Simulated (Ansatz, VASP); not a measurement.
# Two plane-wave programs on Ti

File INCAR:

```
PREC = Accurate
ENCUT = 520
EDIFF = 1E-6
ISMEAR = 0
SIGMA = 0.15
LREAL = F
LASPH = T
NELM = 80
ALGO = Normal
ISIF = 2
LWAVE = F
LCHARG = T
GGA = PE
LELF = T
LVHAR = T
NBANDS = 19
```

File KPOINTS:

```
Automatic mesh
0
Gamma
  18 18 10
```

File POSCAR:

```
Ti
1.0
    2.7729979888      0.0000000000      0.0000000000
   -1.3864989944      2.4014867029      0.0000000000
    0.0000000000      0.0000000000      4.6860000000
Ti
2
Direct
    0.3333333333      0.6666666667      0.2500000000
    0.6666666667      0.3333333333      0.7500000000
```

Input for Ansatz:

```yaml
crystal:
  lattice:
    - [2.7729979888, 0.0, 0.0]
    - [-1.3864989944, 2.4014867029, 0.0]
    - [0.0, 0.0, 4.686]
  atoms:
    - { symbol: Ti, position: [0.3333333333, 0.6666666667, 0.25] }
    - { symbol: Ti, position: [0.6666666667, 0.3333333333, 0.75] }
basis:
  ecutwfc: 420
kpoints:
  mp_grid: { grid: [18, 18, 10] }
hamiltonian:
  xc: pbe
scf:
  occupations: { method: gaussian, width: 0.15 }
output:
  forces: true
  stress: true
  eigenvalues: true
```

Change from the starting cell: strain -0.0600 x Voigt [1, 1, 0, 0, 0, 0], atoms carried along.

Alike in both runs: task single point; functional PBE; k mesh 18 × 18 × 10; occupations gaussian, width 0.15 eV; no spin polarisation.

|  | VASP | Ansatz |
| --- | --- | --- |
| version | VASP 6.6.1 | Ansatz 0.2.0 |
| potentials or method | VASP PAW PBE potentials, release 64 (Ti_sv), cutoff 520 eV | scalar-relativistic, plane waves, PAW |
| valence electrons in the cell | 24 | 24 |

VASP gave:

```
gap on the k mesh at the Fermi level (eV)                     : none
pressure (GPa)                                                : 14.1
traceless stress, the component that is largest in VASP (GPa) : -5.17
```

Which values does Ansatz return?

gap on the k mesh at the Fermi level (eV): none; pressure (GPa): 14.6; traceless stress, the component that is largest in VASP (GPa): -5.17.

A gap of «none» marks a metal or a gap that the smearing closes.
